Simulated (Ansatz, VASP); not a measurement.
# One calculation of Ge, two programs

INCAR

```
SYSTEM = Ge
ALGO = Normal ; EDIFF = 1E-6
EDIFFG = -0.04 ; ENCUT = 600
GGA = PE ; IBRION = 2
ISIF = 3 ; ISMEAR = 0
LASPH = .TRUE. ; LCHARG = .FALSE.
LREAL = .FALSE. ; LWAVE = .FALSE.
NELM = 100 ; NSW = 90
PREC = Accurate ; SIGMA = 0.1
```

KPOINTS

```
k-points
0
G
  6 6 6
  0 0 0
```

POSCAR

```
Ge
1.0
    1.9575681800      1.1302025100      9.6197533700
   -1.9575681800      1.1302025100      9.6197533700
    0.0000000000     -2.2604050300      9.6197533700
Ge
6
Direct
    0.2360644300      0.2360644300      0.2360644300
    0.4583627000      0.4583627000      0.4583627000
    0.6807067100      0.6807067100      0.6807067100
    0.3192932900      0.3192932900      0.3192932900
    0.7639355700      0.7639355700      0.7639355700
    0.5416373000      0.5416373000      0.5416373000
```

Input for Ansatz:

```yaml
crystal:
  lattice:
    - [1.95756818, 1.13020251, 9.61975337]
    - [-1.95756818, 1.13020251, 9.61975337]
    - [0.0, -2.26040503, 9.61975337]
  atoms:
    - { symbol: Ge, position: [0.23606443, 0.23606443, 0.23606443] }
    - { symbol: Ge, position: [0.4583627, 0.4583627, 0.4583627] }
    - { symbol: Ge, position: [0.68070671, 0.68070671, 0.68070671] }
    - { symbol: Ge, position: [0.31929329, 0.31929329, 0.31929329] }
    - { symbol: Ge, position: [0.76393557, 0.76393557, 0.76393557] }
    - { symbol: Ge, position: [0.5416373, 0.5416373, 0.5416373] }
basis:
  ecutwfc: 420
kpoints:
  mp_grid: { grid: [6, 6, 6] }
hamiltonian:
  xc: pbe
scf:
  occupations: { method: gaussian, width: 0.1 }
  lower_state_search: "off"
output:
  forces: true
  stress: true
  eigenvalues: true
relax:
  adjacent_minimum: "off"
  f_tol: 0.04
  max_steps: 70
  cell: { stress_tol: 0.4 }
```

Alike in both runs: task relaxation of cell and atoms; functional PBE; k mesh 6 × 6 × 6; occupations gaussian, width 0.1 eV; no spin polarisation.

|  | VASP | Ansatz |
| --- | --- | --- |
| version | VASP 6.6.1 | Ansatz 0.2.0 |
| potentials or method | VASP PAW PBE potentials, release 64 (Ge_d), cutoff 600 eV | scalar-relativistic, plane waves, PAW |
| valence electrons in the cell | 84 | 84 |

```csv
,VASP,Ansatz,Ansatz less VASP
"gap on the k mesh at the Fermi level, each at its own relaxed structure (eV)",none,none,-
relaxed volume (Å³/atom),23.89,23.92,+0.034
relaxed cell length with the largest relative difference (Å),10.283,10.264,-0.0183
```

A gap of «none» marks a metal or a gap that the smearing closes.
